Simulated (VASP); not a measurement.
## ZnS: single point with r2SCAN

The system is ZnS.

```
Zn S
1.0
     3.88265    0.00000    0.00000
    -1.94132    3.36247    0.00000
     0.00000    0.00000    6.36970
Zn S
2 2
Direct
  0.33333 0.66667 0.00029
  0.66667 0.33333 0.50029
  0.33333 0.66667 0.37471
  0.66667 0.33333 0.87471
```

This cell differs from its parent crystal: equal strain along all axes, cell held: +2.0 %, then relaxed in part.

```json
{
 "Program": "VASP 6.6.1",
 "Task": "single point",
 "Functional": "r2SCAN",
 "Potentials or basis": "VASP PAW PBE potentials, release 64 (Zn, S)",
 "Cutoff": "520 eV",
 "k mesh": "6 × 6 × 4",
 "Occupations": "gaussian, width 0.02 eV",
 "Spin": "no spin polarisation"
}
```

```yaml
Pressure: -4.1 GPa
Largest_force: 0.016 eV/Å
Band_gap_on_the_k_mesh: 2.50 eV
```

Forces in eV/Å, atoms in the order of the input:
```
Zn   0.000  0.000 -0.016
Zn   0.000  0.000 -0.016
S    0.000  0.000  0.016
S    0.000  0.000  0.016
```

Stress tensor (GPa, compression positive):
```
-4.06  0.00  0.00
 0.00 -4.06  0.00
 0.00  0.00 -4.17
```

Levels at points of the mesh, in eV from the valence-band top:
```
           k point  band 15  band 16  band 17  band 18  band 19  band 20  band 21  band 22
(0.00, 0.00, 0.00)    -0.83    -0.08     0.00     0.00     2.50     3.50     6.84     6.84
(0.50, 0.00, 0.00)    -3.07    -2.09    -1.56    -0.83     4.08     4.61     5.49     7.41
(0.00, 0.00, 0.50)    -0.43    -0.43    -0.43    -0.43     3.92     3.92     7.20     7.20
(0.50, 0.00, 0.50)    -1.53    -1.53    -1.51    -1.51     3.94     3.94     5.69     5.69
```

Run time: 4.2 min on 1 thread of Intel Xeon 8259CL, with other jobs on the host, peak memory 0.22 GiB.

Caveat: the cell differs from its parent crystal (equal strain along all axes, cell held: +2.0 %, then relaxed in part); the cell stands under tension; the PAW data sets were made with another functional, which shifts forces and pressure a little.
